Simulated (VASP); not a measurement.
Here is a VASP 6.6.1 calculation.

File INCAR:

```
SYSTEM = Se
PREC = Accurate
ENCUT = 520
EDIFF = 1E-8
ISMEAR = -1
SIGMA = 0.01
LREAL = .FALSE.
LASPH = .TRUE.
NELM = 60
ALGO = Normal
ISIF = 2
LWAVE = .FALSE.
LCHARG = .FALSE.
GGA = PS
LEFG = .TRUE.
NBANDS = 27
```

File KPOINTS:

```
Automatic mesh
0
G
  6 6 6
  0 0 0
```

Contents of POSCAR:

```
Se
1.0
    5.5673798647      3.2143282635      1.4763300000
   -5.5673798647      3.2143282635      1.4763300000
    0.0000000000     -6.4286565271      1.4763300000
Se
6
Direct
    0.2806600000      0.1625100000      0.9181800000
    0.9181800000      0.2806600000      0.1625100000
    0.1625100000      0.9181800000      0.2806600000
    0.7193400000      0.8374900000      0.0818200000
    0.0818200000      0.7193400000      0.8374900000
    0.8374900000      0.0818200000      0.7193400000
```

Potentials or basis: VASP PAW PBE potentials, release 64 (Se).

Run with:

```bash
$ cat potpaw_PBE.64/Se/POTCAR > POTCAR
$ mpirun -np 1 vasp_std > vasp.out
```

(1) Estimate the largest force.

(2) Predict the band gap on the k mesh.

(3) Predict the pressure.

Results:

(1) 0.986 eV/Å.

(2) 1.33 eV (least direct gap 1.56 eV).

(3) 3.2 GPa.

Caveat: the cell differs from its parent crystal (equal xx and yy strain of -2 %); the cell stands under pressure; this functional lacks dispersion, which holds the molecules together, so the pressure and a relaxed volume are unreliable; without QUAD_EFG the Cq values of the log hold for a quadrupole moment of 1 mb, not for the nuclei; the PAW data sets were made with another functional, which shifts forces and pressure a little.
